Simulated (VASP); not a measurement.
# CoMo (P-6m2) in VASP: notebook

The runs below take CoMo through single point, with LDA.

All numbers are computed with VASP 6.6.1; they aren't measurements. Logs are shortened: lines on timing, memory, paths and dates and some standing lists are left out, and cuts for length are marked.

### Step 1. The cell of the first run

Symmetry: P-6m2, No. 187, hexagonal system. The conventional cell has a = 2.695 Å, b = 2.695 Å, c = 4.184 Å, α = 90.00°, β = 90.00°, γ = 120.00°. Co (site symmetry -6m2) has 6 Mo at 2.61 Å and 6 Co at 2.69 Å within 3.4 Å. Mo (site symmetry -6m2) has 6 Co at 2.61 Å and 6 Mo at 2.69 Å within 3.4 Å.

### Step 2. Single point, LDA

INCAR

```
  PREC = Accurate
  ENCUT = 520
  EDIFF = 1E-6
  ISMEAR = -1
  SIGMA = 0.05
  LREAL = F
  LASPH = T
  NELM = 100
  ALGO = Normal
  ISIF = 2
  LWAVE = F
  LCHARG = F
  NBANDS = 18
```

KPOINTS

```
regular mesh
0
Gamma
  14 14 8
```

POSCAR

```
CoMo
1.0
    2.6949279053      0.0000000000      0.0000000000
   -1.3474639526      2.3338760273      0.0000000000
    0.0000000000      0.0000000000      4.1836180000
Co Mo
1 1
Direct
    0.6666666667      0.3333333333      0.5000000000
    0.3333333333      0.6666666667      0.0000000000
```

Potentials or basis: VASP PAW LDA potentials, release 64 (Co, Mo_sv).

Started as:

```sh
$ cat potpaw_LDA.64/Co/POTCAR potpaw_LDA.64/Mo_sv/POTCAR > POTCAR
$ mpirun -np 1 vasp_std > vasp.out
```

OUTCAR:

```text
PREC = Accurate
   ENCUT = 520
   EDIFF = 1E-6
   ISMEAR = -1
   LREAL = F
   LASPH = T
   NELM = 100
   ISIF = 2

 ion  position               nearest neighbor table
   1  0.667  0.333  0.500-   2 2.61   2 2.61   2 2.61   2 2.61   2 2.61   2 2.61
   2  0.333  0.667  0.000-   1 2.61   1 2.61   1 2.61   1 2.61   1 2.61   1 2.61

  LATTYP: Found a hexagonal cell.
 ALAT       =     2.6949279053
 C/A-ratio  =     1.5524044231

  Lattice vectors:

 A1 = (   2.6949279053,   0.0000000000,   0.0000000000)
 A2 = (  -1.3474639526,   2.3338760273,   0.0000000000)
 A3 = (   0.0000000000,   0.0000000000,   4.1836180000)

Analysis of symmetry for initial positions (statically):
=====================================================================
 Subroutine PRICEL returns:
 Original cell was already a primitive cell.

 Routine SETGRP: Setting up the symmetry group for a
 hexagonal supercell.

 Subroutine GETGRP returns: Found 12 space group operations
 (whereof 12 operations were pure point group operations)
 out of a pool of 24 trial point group operations.

The static configuration has the point symmetry D_3h.

Analysis of symmetry for dynamics (positions and initial velocities):
=====================================================================
 Subroutine PRICEL returns:
 Original cell was already a primitive cell.

 Routine SETGRP: Setting up the symmetry group for a
 hexagonal supercell.

 Subroutine GETGRP returns: Found 12 space group operations
 (whereof 12 operations were pure point group operations)
 out of a pool of 24 trial point group operations.

The dynamic configuration has the point symmetry D_3h.

 Subroutine INISYM returns: Found 12 space group operations
 (whereof 12 operations are pure point group operations),
 and found     1 'primitive' translations

----------------------------------------------------------------------------------------

                                     Primitive cell

  volume of cell :      26.3134

  direct lattice vectors                    reciprocal lattice vectors
     2.694927905  0.000000000  0.000000000     0.371067440  0.214235887  0.000000000
    -1.347463953  2.333876027  0.000000000     0.000000000  0.428471773  0.000000000
     0.000000000  0.000000000  4.183618000     0.000000000  0.000000000  0.239027559

  length of vectors
     2.694927905  2.694927905  4.183618000     0.428471773  0.428471773  0.239027559

  position of ions in fractional coordinates (direct lattice)
     0.666666667  0.333333333  0.500000000
     0.333333333  0.666666667  0.000000000

  ion indices of the primitive-cell ions
   primitive index   ion index
                 1           1
                 2           2

----------------------------------------------------------------------------------------

 KPOINTS: regular mesh

Automatic generation of k-mesh.
 Grid dimensions read from file:
 generate k-points for:   14   14    8

 Generating k-lattice:

  Cartesian coordinates                     Fractional coordinates (reciprocal lattice)
     0.026504817  0.015302563  0.000000000     0.071428571  0.000000000  0.000000000
     0.000000000  0.030605127  0.000000000     0.000000000  0.071428571  0.000000000
     0.000000000  0.000000000  0.029878445     0.000000000  0.000000000  0.125000000

  Length of vectors
     0.030605127  0.030605127  0.029878445

  Shift w.r.t. Gamma in fractional coordinates (k-lattice)
     0.000000000  0.000000000  0.000000000

 Subroutine IBZKPT returns following result:
 ===========================================

 Found    120 irreducible k-points:

 Following reciprocal coordinates:
            Coordinates               Weight
  0.000000  0.000000  0.000000      1.000000
  0.071429 -0.000000  0.000000      6.000000
  0.142857 -0.000000  0.000000      6.000000
  0.214286  0.000000  0.000000      6.000000
  0.285714 -0.000000  0.000000      6.000000
  0.357143  0.000000  0.000000      6.000000
[... 16 lines left out ...]
  0.285714  0.285714  0.000000      6.000000
  0.357143  0.285714  0.000000      6.000000
 [... further k-points ...]
   k-points           NKPTS =    120   k-points in BZ     NKDIM =    120   number of bands    NBANDS=     18
   number of dos      NEDOS =    301   number of ions     NIONS =      2
   total plane-waves  NPLWV =  12800
   dimension x,y,z NGX =    20 NGY =   20 NGZ =   32
   dimension x,y,z NGXF=    40 NGYF=   40 NGZF=   64
   ions per type =               1   1
   NGX,Y,Z   is equivalent  to a cutoff of  12.34, 12.34, 12.72 a.u.
   NGXF,Y,Z  is equivalent  to a cutoff of  24.68, 24.68, 25.43 a.u.
 SYSTEM =  unknown system
   PREC   = accura    normal or accurate (medium, high low for compatibility)
   ISTART =      0    job   : 0-new  1-cont  2-samecut
   ICHARG =      2    charge: 1-file 2-atom 10-const
   ISPIN  =      1    spin polarized calculation?
   LNONCOLLINEAR =      F non collinear calculations
   LSORBIT =      F    spin-orbit coupling
   LASPH  =      T    aspherical Exc in radial PAW
   ENCUT  =  520.0 eV  38.22 Ry    6.18 a.u.   5.01  5.01  7.78*2*pi/ulx,y,z
   NELM   =    100;   NELMIN=  2; NELMDL= -5     # of ELM steps
   EDIFF  = 0.1E-05   stopping-criterion for ELM
   LREAL  =      F    real-space projection
   EDIFFG = 0.1E-04   stopping-criterion for IOM
   NSW    =      0    number of steps for IOM
   IBRION =     -1    ionic relax: 0-MD 1-quasi-New 2-CG
   NFREE  =      0    steps in history (QN), initial steepest desc. (CG)
   ISIF   =      2    stress and relaxation
   ISYM   =      2    0-nonsym 1-usesym 2-fastsym
   POTIM  = 0.5000    time-step for ionic-motion
   TEBEG  =    0.0;   TEEND  =   0.0 temperature during run
   PSTRESS=    0.0 pullay stress
   NELECT =      23.0000    total number of electrons
   NUPDOWN=      -1.0000    fix difference up-down
   EMIN   =  10.00;   EMAX   =-10.00  energy-range for DOS
   EFERMI =   0.00;   METHOD = LEGACY
   ISMEAR =    -1;   SIGMA  =   0.05  broadening in eV -4-tet -1-fermi 0-gaus
   EFERMI_NEDOS =   21; number of points for ismear=-14 and -15
   IALGO  =     38    algorithm
   IMIX   =      4    mixing-type and parameters
     AMIX     =   0.40;   BMIX     =  1.00
     AMIX_MAG =   1.60;   BMIX_MAG =  1.00
  volume/ion in A,a.u.               =      13.16        88.79
  Fermi-wavevector in a.u.,A,eV,Ry     =   1.565279  2.957949 33.335617  2.450099
  Thomas-Fermi vector in A             =   2.667779
   LORBIT       =      0    0 simple, 1 ext, 2 COOP (PROOUT), +10 PAW based schemes
   GGA     = CA    functional components
   LHFCALC =     F    Hartree Fock is set to
   AEXX    =    0.0000 exact exchange contribution
   IVDW    =     0    specifies the selected vdW correction
   LEPSILON=     F    determine dielectric tensor
   LRPA    =     F    only Hartree local field effects (RPA)
 non-spin polarized calculation
  energy-cutoff  :      520.00
  volume of cell :       26.31
 maximum number of plane-waves:       726
 NGX is ok and might be reduce to    20
   NGX =  9   NGY =  9   NGZ = 15

 number of electron      23.0000002 magnetization

 Free energy of the ion-electron system (eV)
  ---------------------------------------------------
  ext. energy  EPLUGINS =         0.00000000
  ---------------------------------------------------
  free energy    TOTEN  =       -19.90383428 eV

  energy without entropy =      -19.88083698  energy(sigma->0) =      -19.89233563

 E-fermi :  11.2238     XC(G=0): -13.6715

 val. band max:       11.2059225221   @ k =   0.4286   0.0714   0.2500
 cond. band min:      11.2246033982   @ k =   0.2857   0.2143   0.3750
 fundamental gap:      0.0186808761
 Fermi energy:        11.2238351780

 k-point     1 :       0.0000    0.0000    0.0000
  band No.  band energies     occupation
      1     -49.2732      2.00000
      2     -23.5915      2.00000
      3     -22.6749      2.00000
      4     -22.6749      2.00000
      5       3.5731      2.00000
      6       6.4540      2.00000
[... 10 lines left out ...]
     17      21.5514      0.00000
     18      25.6679      0.00000

 k-point     2 :       0.0714   -0.0000    0.0000
  band No.  band energies     occupation
      1     -49.2602      2.00000
      2     -23.5795      2.00000
      3     -22.7575      2.00000
      4     -22.6933      2.00000
      5       3.7495      2.00000
      6       6.6104      2.00000
[... 10 lines left out ...]
     17      21.5384      0.00000
     18      26.1086      0.00000

 k-point     3 :       0.1429   -0.0000    0.0000
  band No.  band energies     occupation
      1     -49.2235      2.00000
      2     -23.5458      2.00000
      3     -22.9855      2.00000
      4     -22.7446      2.00000
      5       4.2493      2.00000
      6       7.0059      2.00000
[... 10 lines left out ...]
     17      21.4916      0.00000
     18      26.8423      0.00000

 k-point     4 :       0.2143    0.0000    0.0000
  band No.  band energies     occupation
      1     -49.1701      2.00000
      2     -23.4968      2.00000
      3     -23.3063      2.00000
      4     -22.8178      2.00000
      5       4.9904      2.00000
      6       7.3393      2.00000
[... 10 lines left out ...]
     17      21.3823      0.00000
     18      24.9896      0.00000

 k-point     5 :       0.2857   -0.0000    0.0000
  band No.  band energies     occupation
      1     -49.1102      2.00000
      2     -23.6515      2.00000
      3     -23.4419      2.00000
      4     -22.8980      2.00000
      5       5.8213      2.00000
      6       7.2616      2.00000
[... 10 lines left out ...]
     17      21.0553      0.00000
     18      22.9218      0.00000

 k-point     6 :       0.3571    0.0000    0.0000
  band No.  band energies     occupation
      1     -49.0555      2.00000
      2     -23.9537      2.00000
      3     -23.3919      2.00000
      4     -22.9693      2.00000
      5       6.3540      2.00000
      6       7.2046      2.00000
[... 307 lines left out ...]
 k-point    21 :       0.2857    0.2143    0.0000
  band No.  band energies     occupation
      1     -49.0040      2.00000
      2     -23.9666      2.00000
      3     -23.3447      2.00000
      4     -23.3329      2.00000
      5       7.4905      2.00000
      6       7.5979      2.00000
[... 10 lines left out ...]
     17      20.7035      0.00000
     18      22.9375      0.00000

 k-point    22 :       0.3571    0.2143    0.0000
  band No.  band energies     occupation
      1     -48.9831      2.00000
      2     -24.0205      2.00000
      3     -23.4224      2.00000
      4     -23.3256      2.00000
      5       7.3391      2.00000
      6       7.5795      2.00000
[... 10 lines left out ...]
     17      20.1122      0.00000
     18      23.8889      0.00000

 k-point    23 :       0.2857    0.2857    0.0000
  band No.  band energies     occupation
      1     -48.9801      2.00000
      2     -23.9340      2.00000
      3     -23.5361      2.00000
      4     -23.3228      2.00000
      5       7.3855      2.00000
      6       7.9523      2.00000
[... 10 lines left out ...]
     17      19.1616      0.00000
     18      24.4458      0.00000

 k-point    24 :       0.3571    0.2857    0.0000
  band No.  band energies     occupation
      1     -48.9716      2.00000
      2     -23.8835      2.00000
      3     -23.6477      2.00000
      4     -23.3150      2.00000
      5       7.3541      2.00000
      6       8.0985      2.00000
[... 10 lines left out ...]
     17      18.7427      0.00000
     18      25.3258      0.00000

 [... further k-points ...]
[... 5 lines left out ...]
  --------------------------------------------------------------------------------------
  -------------------------------------------------------------------------------------
  Total       -2.0564295     -2.0564295     -2.1981951     -0.0000000      0.0000000     -0.0000000
  in kB     -125.2124292   -125.2124292   -133.8442958     -0.0000000      0.0000000     -0.0000000
  external PRESSURE =    -128.0897181 kB  Pullay stress =       0.0000000 kB

 VOLUME and BASIS-vectors are now :
 -----------------------------------------------------------------------------
  energy-cutoff  :      520.00
  volume of cell :       26.31
      direct lattice vectors                 reciprocal lattice vectors
     2.694927905  0.000000000  0.000000000     0.371067440  0.214235887  0.000000000
    -1.347463953  2.333876027  0.000000000     0.000000000  0.428471773  0.000000000
     0.000000000  0.000000000  4.183618000     0.000000000  0.000000000  0.239027559

 POSITION                                       TOTAL-FORCE (eV/Angst)
 -----------------------------------------------------------------------------------
      1.34746      0.77796      2.09181        -0.000000     -0.000000      0.000000
     -0.00000      1.55592      0.00000         0.000000      0.000000      0.000000
 -----------------------------------------------------------------------------------
    total drift:                                0.000001     -0.000000      0.000000

  FREE ENERGIE OF THE ION-ELECTRON SYSTEM (eV)
  ---------------------------------------------------
  free  energy   TOTEN  =       -19.9038342804 eV

  energy  without entropy=      -19.8808369780  energy(sigma->0) =      -19.89233563
```

Run time: 40 s. Hardware: 1 thread of Intel Xeon 6975P-C, shared host; peak memory 0.17 GiB.

Results:

```
Free energy : -19.9038 eV
Pressure    : -12.8 GPa
```

Levels at points of the mesh, in eV from the Fermi level:
```tsv
k point	band 9	band 10	band 11	band 12	band 13	band 14	band 15	band 16
(0.00, 0.00, 0.00)	-1.23	-0.95	-0.95	-0.46	-0.46	1.52	2.89	2.89
(0.50, 0.00, 0.00)	-1.43	-1.13	-0.73	0.11	2.70	2.84	4.97	7.38
(0.00, 0.00, 0.50)	-1.55	-1.52	-1.52	-1.50	0.44	0.44	2.84	2.84
(0.50, 0.00, 0.50)	-1.00	-0.20	0.07	1.20	1.97	2.18	4.17	4.98
```

Spin polarisation is off, so any magnetic state and its effect on volume and gap are missing.

### Step 3. Single point, LDA (volume scaled by 1.05)

INCAR

```
PREC = Accurate ; ENCUT = 520
EDIFF = 1E-7 ; ISMEAR = -1
SIGMA = 0.05 ; LREAL = F
LASPH = T ; NELM = 100
ALGO = Normal ; ISIF = 2
LWAVE = F ; LCHARG = T
GGA = CA ; LELF = T
LVHAR = T ; NBANDS = 18
```

KPOINTS

```
Automatic mesh
0
Gamma
  14 14 8
```

POSCAR

```
CoMo
1.0
    2.7391149048      0.0000000000      0.0000000000
   -1.3695574524      2.3721430914      0.0000000000
    0.0000000000      0.0000000000      4.2522140935
Co Mo
1 1
Direct
    0.6666666667      0.3333333333      0.5000000000
    0.3333333333      0.6666666667      0.0000000000
```

Potentials or basis: VASP PAW LDA potentials, release 64 (Co, Mo_sv).

Started as:

```sh
$ cat potpaw_LDA.64/Co/POTCAR potpaw_LDA.64/Mo_sv/POTCAR > POTCAR
$ mpirun -np 1 vasp_std > vasp.out
```

Run time: 40 s. Hardware: 1 thread of Intel Xeon 6975P-C, shared host; peak memory 0.17 GiB.

Results (log left out):

```
Free energy : -19.7565 eV
Pressure    : -22.5 GPa
```

Stress tensor (GPa, compression positive):
```
-22.23   0.00   0.00
  0.00 -22.23   0.00
  0.00   0.00 -23.13
```

Levels at points of the mesh, in eV from the Fermi level:
| k point | band 8 | band 9 | band 10 | band 11 | band 12 | band 13 | band 14 | band 15 | band 16 | band 17 |
| --- | --- | --- | --- | --- | --- | --- | --- | --- | --- | --- |
| (0.00, 0.00, 0.00) | -1.29 | -1.14 | -0.88 | -0.88 | -0.40 | -0.40 | 1.43 | 2.71 | 2.71 | 9.74 |
| (0.50, 0.00, 0.00) | -1.68 | -1.37 | -1.06 | -0.67 | 0.10 | 2.53 | 2.63 | 4.65 | 6.98 | 9.93 |
| (0.00, 0.00, 0.50) | -1.43 | -1.43 | -1.41 | -1.41 | -1.40 | 0.43 | 0.43 | 2.66 | 2.66 | 13.22 |
| (0.50, 0.00, 0.50) | -2.34 | -0.93 | -0.17 | 0.06 | 1.15 | 1.83 | 2.10 | 3.88 | 4.66 | 8.39 |

 Spin polarisation is off, so any magnetic state and its effect on volume and gap are missing.

### Step 4. Single point, LDA (volume scaled by 1.1)

INCAR

```
SYSTEM = CoMo
ALGO = Normal
EDIFF = 1E-6
ENCUT = 520
ISIF = 2
ISMEAR = -1
LASPH = .TRUE.
LCHARG = .FALSE.
LREAL = .FALSE.
LWAVE = .FALSE.
NBANDS = 18
NELM = 100
PREC = Accurate
SIGMA = 0.05
```

KPOINTS

```
k-points
0
G
  14 14 8
  0 0 0
```

POSCAR

```
CoMo
1.0
    2.7819204892      0.0000000000      0.0000000000
   -1.3909602446      2.4092138150      0.0000000000
    0.0000000000      0.0000000000      4.3186656721
Co Mo
1 1
Direct
    0.6666666667      0.3333333333      0.5000000000
    0.3333333333      0.6666666667      0.0000000000
```

Started as:

```sh
$ cat potpaw_LDA.64/Co/POTCAR potpaw_LDA.64/Mo_sv/POTCAR > POTCAR
$ mpirun -np 1 vasp_std > vasp.out
```

Wall time 39 s (1 thread of Intel Xeon 6975P-C, shared host); peak memory 0.19 GiB.

The run converged. Its results:

- Free energy: -19.5398 eV
- Pressure: -29.6 GPa

Stress tensor (GPa, compression positive):
```
-29.33   0.00   0.00
  0.00 -29.33   0.00
  0.00   0.00 -30.24
```

Levels at points of the mesh, in eV from the Fermi level:
```tsv
k point	band 9	band 10	band 11	band 12	band 13	band 14	band 15	band 16
(0.00, 0.00, 0.00)	-1.07	-0.82	-0.82	-0.36	-0.36	1.35	2.54	2.54
(0.50, 0.00, 0.00)	-1.31	-0.99	-0.61	0.09	2.37	2.44	4.36	6.61
(0.00, 0.00, 0.50)	-1.33	-1.31	-1.31	-1.31	0.41	0.41	2.49	2.49
(0.50, 0.00, 0.50)	-0.87	-0.15	0.06	1.09	1.70	2.02	3.63	4.37
```

 Spin polarisation is off, so any magnetic state and its effect on volume and gap are missing.

[end of part 1 of 2]
